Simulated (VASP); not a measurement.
**Zn2S: single point with PBE**

The system is Zn2S.

```
Zn S
1.0
     0.00000    3.05710    3.05710
     3.05710    0.00000    3.05710
     3.05710    3.05710    0.00000
Zn S
2 1
Direct
  0.00000 0.00000 0.00000
  0.75000 0.75000 0.75000
  0.50000 0.50000 0.50000
```

The cell was generated, and may not be a known phase.

| Quantity | Value |
| --- | --- |
| Program | VASP 6.6.1 |
| Task | single point |
| Functional | PBE |
| Potentials or basis | VASP PAW PBE potentials, release 64 (Zn, S) |
| Cutoff | 520 eV |
| k mesh | 5 × 5 × 5 |
| Occupations | gaussian, width 0.2 eV |
| Spin | no spin polarisation |
| Dipole correction | no |
| Further INCAR settings | ALGO = Normal; EDIFF = 1e-07; NBANDS = 22 |

| Item | Value |
| --- | --- |
| Pressure | -0.2 GPa |
| Band gap on the k mesh | 1.03 eV |

Levels at points of the mesh, in eV from the valence-band top:
| k point | band 13 | band 14 | band 15 | band 16 | band 17 | band 18 |
| --- | --- | --- | --- | --- | --- | --- |
| (0.00, 0.00, 0.00) | -2.05 | -2.05 | -2.05 | 3.64 | 3.64 | 3.64 |

Wall time 6.9 s on 1 thread of Intel(R) Xeon(R) 6975P-C (Granite Rapids) (shared host), peak memory 0.17 GiB.

Caveat: an odd mesh through Γ misses points on the zone boundary, where band edges can lie.
